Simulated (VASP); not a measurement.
Au:

```
CELL_PARAMETERS angstrom
1.41131 -2.55593 0.00000
1.41131 2.55593 0.00000
0.00000 0.00000 4.89317
ATOMIC_POSITIONS crystal
Au 0.66533 0.33467 0.25000
Au 0.33467 0.66533 0.75000
```

```yaml
Program: VASP 6.6.1
Task: relaxation of cell and atoms
Functional: LDA
Potentials_or_basis: VASP PAW LDA potentials, release 64 (Au_sv_GW)
Cutoff: 500 eV
k_mesh: 8 × 8 × 4
Occupations: gaussian, width 0.1 eV
Spin: no spin polarisation
```

At the start: pressure -10.3 GPa; volume 17.65 Å³/atom.

Where does the relaxation end?

Over 12 steps the energy falls by 40.2 meV/atom and the volume is 16.62 Å³/atom (-5.8 %); space group Cmcm (No. 63, to 0.05 Å).

The path:
```csv
step,energy change (eV),largest force (eV/Å),pressure (GPa),volume (Å³)
1,0.0000,0.0129,-10.28,35.30
2,0.2171,0.1172,29.89,29.82
3,-0.0709,0.0006,-0.21,33.33
4,-0.0710,0.0002,0.08,33.28
5,-0.0710,0.0004,0.32,33.24
6,-0.0758,0.0125,0.33,33.22
7,-0.0785,0.0430,0.37,33.20
8,-0.0786,0.0552,0.40,33.19
9,-0.0785,0.0486,-1.00,33.42
10,-0.0788,0.0519,-0.20,33.29
11,-0.0792,0.0508,-0.20,33.28
12,-0.0803,0.0443,-0.15,33.25
```

Final structure:
```cif
data_structure
_symmetry_space_group_name_H-M 'P 1'
_symmetry_Int_Tables_number 1
_cell_length_a 2.9133
_cell_length_b 2.9133
_cell_length_c 4.7005
_cell_angle_alpha 90.000
_cell_angle_beta 90.000
_cell_angle_gamma 123.546
_cell_volume 33.25
loop_
_atom_site_label
_atom_site_type_symbol
_atom_site_fract_x
_atom_site_fract_y
_atom_site_fract_z
_atom_site_occupancy
Au1 Au 0.66220 0.33780 0.25000 1
Au2 Au 0.33780 0.66220 0.75000 1
```

Caveat: the relaxation stopped at a loose force limit of 0.05 eV/Å, so its end isn't a converged minimum.
